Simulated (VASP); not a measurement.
Input of a VASP 6.6.1 run:

File INCAR:

```
SYSTEM = Cr
ALGO     = Normal         ! electronic algorithm
EDIFF    = 1E-6           ! SCF threshold, eV
ENCUT    = 520            ! plane-wave cutoff, eV
GGA      = PE             ! functional
ISIF     = 2              ! what is computed and relaxed
ISMEAR   = -1             ! smearing method
ISPIN    = 2              ! spin polarisation
LASPH    = .True.         ! aspherical terms in the spheres
LCHARG   = .False.        ! write CHGCAR
LMAXMIX  = 4              ! l up to which the mixer works
LORBIT   = 11             ! projections on sites
LREAL    = .False.        ! projectors in reciprocal space
LWAVE    = .False.        ! write WAVECAR
MAGMOM   = -1.14          ! initial moments
NBANDS   = 16             ! bands
NELM     = 150            ! most SCF steps
PREC     = Accurate       ! precision mode
SIGMA    = 0.05           ! smearing width, eV
```

The input KPOINTS:

```
k-points
0
Gamma
  13 13 13
  0 0 0
```

POSCAR

```
Cr
1.0
   -1.4943366600      1.5452007300      1.3932153400
    1.5696721600     -1.4509560800      1.3743061900
    1.4063430800      1.3629625000     -1.2989706900
Cr
1
Direct
    0.0000000000      0.0000000000      0.0000000000
```

Potentials or basis: VASP PAW PBE potentials, release 64 (Cr_pv).

The run is started by

```bash
$ cat potpaw_PBE.64/Cr_pv/POTCAR > POTCAR
$ mpirun -np 1 vasp_std > vasp.out
```

(1) What does it give for the pressure?

(2) What does it give for the net moment?

## Answers

(1) -6.8 GPa.

(2) 0.00 μB per cell.
